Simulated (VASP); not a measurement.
# Tb4WO: single point with PBE

The system is Tb4WO.

```
CELL_PARAMETERS angstrom
6.83499 0.00000 0.00000
-3.41749 5.91927 0.00000
0.00000 0.00000 5.25461
ATOMIC_POSITIONS crystal
Tb 0.82813 0.17187 0.50000
Tb 0.82813 0.65627 0.50000
Tb 0.34373 0.17187 0.50000
Tb 0.33333 0.66667 0.00000
W 0.33333 0.66667 0.50000
O 0.00000 0.00000 0.50000
```

The cell was built from a structure type or drawn by symmetry, and may not be a known phase.

```
Program             : VASP 6.6.1
Task                : single point
Functional          : PBE
Potentials or basis : VASP PAW PBE potentials, release 64 (Tb_3, W_sv, O), 4f in core
Cutoff              : 600 eV
k mesh              : 4 × 4 × 3
Occupations         : gaussian, width 0.2 eV
Spin                : no spin polarisation
```

```json
{"Pressure": "0.5 GPa", "Largest force": "0.270 eV/Å", "Band gap on the k mesh": "zero (bands 28 and 29 overlap by 0.26 eV)"}
```

Forces on the atoms (eV/Å):
```
Tb  -0.234  0.135  0.000
Tb   0.000 -0.270  0.000
Tb   0.234  0.135  0.000
Tb   0.000  0.000  0.000
W    0.000  0.000  0.000
O    0.000  0.000  0.000
```

Stress tensor (GPa, compression positive):
```
0.61 0.00 0.00
0.00 0.61 0.00
0.00 0.00 0.34
```

Levels at points of the mesh, in eV from the Fermi level:
| k point | band 25 | band 26 | band 27 | band 28 | band 29 | band 30 | band 31 | band 32 |
| --- | --- | --- | --- | --- | --- | --- | --- | --- |
| (0.00, 0.00, 0.00) | -1.47 | -1.47 | -1.15 | 0.04 | 0.89 | 0.89 | 1.07 | 1.07 |
| (0.50, 0.00, 0.00) | -1.41 | -0.73 | -0.60 | -0.33 | -0.22 | 0.15 | 0.58 | 0.78 |

It took 96 s on 1 thread of Intel(R) Xeon(R) Platinum 8488C (Sapphire Rapids), with other jobs on the host, peak memory 0.37 GiB.

Caveat: the k points lie up to 0.40 Å⁻¹ apart; spin-orbit coupling is left out, which moves the levels of the heavy elements; the 4f electrons are frozen in the core, so they carry no moment and show no levels; the run has no spin polarisation, though such a crystal can be magnetic. With open d or f shells a metallic result of PBE can be an artefact of self-interaction; +U or a hybrid may open a gap.
